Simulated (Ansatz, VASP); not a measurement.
# Hg: VASP beside Ansatz

POSCAR

```
Hg
1.0
    1.8778599936      1.0841829728      2.1547276236
   -1.8778599936      1.0841829728      2.1547276236
    0.0000000000     -2.1683659456      2.1547276235
Hg
1
Direct
    0.0000000000      0.0000000000      0.0000000000
```

INCAR.step1

```
SYSTEM = Hg
PREC = Accurate
ENCUT = 520
ISMEAR = 1
SIGMA = 0.1
LREAL = .False.
LASPH = .True.
NELM = 80
NBANDS = 12
GGA = PE
ALGO = Normal
EDIFF = 1E-4
LWAVE = .True.
LCHARG = .False.
```

INCAR.step2

```
SYSTEM = Hg
PREC = Accurate
ENCUT = 520
EDIFF = 1E-7
ISMEAR = 1
SIGMA = 0.1
LREAL = .False.
LASPH = .True.
NELM = 80
ALGO = Normal
ISIF = 2
LWAVE = .False.
LCHARG = .True.
METAGGA = R2SCAN
LMIXTAU = .True.
LELF = .True.
LVHAR = .True.
NBANDS = 12
ISTART = 1
```

Contents of KPOINTS:

```
regular mesh
0
Gamma
  11 11 11
  0 0 0
```

Input for Ansatz:

```yaml
crystal:
  lattice:
    - [1.8778599936, 1.0841829728, 2.1547276236]
    - [-1.8778599936, 1.0841829728, 2.1547276236]
    - [0.0, -2.1683659456, 2.1547276235]
  atoms:
    - { symbol: Hg, position: [0.0, 0.0, 0.0] }
hamiltonian:
  xc: r2scan
  pseudopotentials:
    kind: paw
    azcp:
      Hg: "pseudopotentials/Hg.paw.azcp"
basis:
  ecutwfc: 500
  fft_grid_basis: typed
kpoints:
  mp_grid: { grid: [11, 11, 11], shift: [0, 0, 0] }
magnetization:
  spin_polarized: false
scf:
  occupations: { method: cold, width: 0.1 }
  lower_state_search: "off"
output:
  stress: true
```

Alike in both runs: task single point; functional r2SCAN; k mesh 11 × 11 × 11; no spin polarisation.

```csv
,VASP,Ansatz
version,VASP 6.6.1,Ansatz 0.2.0
potentials or method,"VASP PAW PBE potentials, release 64 (Hg), cutoff 520 eV","plane waves (500 eV) with PAW, scalar-relativistic"
occupations,"methfessel-paxton of order 1, width 0.1 eV","cold, width 0.1 eV"
valence electrons in the cell,12,20
```

Ansatz gave:

```
pressure (GPa)                                                : 0.2
traceless stress, the component that is largest in VASP (GPa) : 0.38
```

Problem. What did VASP give for the same quantities?

Solution. Pressure (GPa): 0.5; traceless stress, the component that is largest in VASP (GPa): 0.45.

VASP's potentials were made for PBE, not for r2SCAN. VASP's potentials hold 12 valence electrons a cell and Ansatz's 20, so a difference there can come from the potentials and not from the codes.

Spin-orbit coupling is off throughout.
